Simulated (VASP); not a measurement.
**Ta: single point with PBE**

Crystal: Ta.

```
Ta
1.0
    -1.66005    1.66005    1.66005
     1.66005   -1.66005    1.66005
     1.66005    1.66005   -1.66005
Ta
1
Direct
  0.00000 0.00000 0.00000
```

```json
{
 "Program": "VASP 6.6.1",
 "Task": "single point",
 "Functional": "PBE",
 "Potentials or basis": "VASP PAW PBE potentials, release 64 (Ta_pv)",
 "Cutoff": "520 eV",
 "k mesh": "18 × 18 × 18",
 "Occupations": "fermi-dirac, width 0.1 eV",
 "Spin": "no spin polarisation"
}
```

The pressure is 0.1 GPa.

Levels at points of the mesh, in eV from the Fermi level:
```
           k point  band 1  band 2  band 3  band 4  band 5  band 6  band 7  band 8  band 9  band 10
(0.00, 0.00, 0.00)  -33.15  -33.15  -33.15   -7.87    0.72    0.72    0.72    3.94    3.94    14.63
(0.50, 0.00, 0.00)  -34.26  -33.51  -33.15   -4.32   -1.51    1.50    3.81    4.82    7.63    11.46
(0.50, 0.50, 0.50)  -33.93  -33.93  -33.93   -3.72   -3.72    6.69    6.69    6.69    8.50     8.50
```

Wall time 46 s on 1 thread of Intel Xeon 8259CL (shared host), peak memory 0.17 GiB.

Caveat: spin-orbit coupling is left out, which moves the levels of the heavy elements.
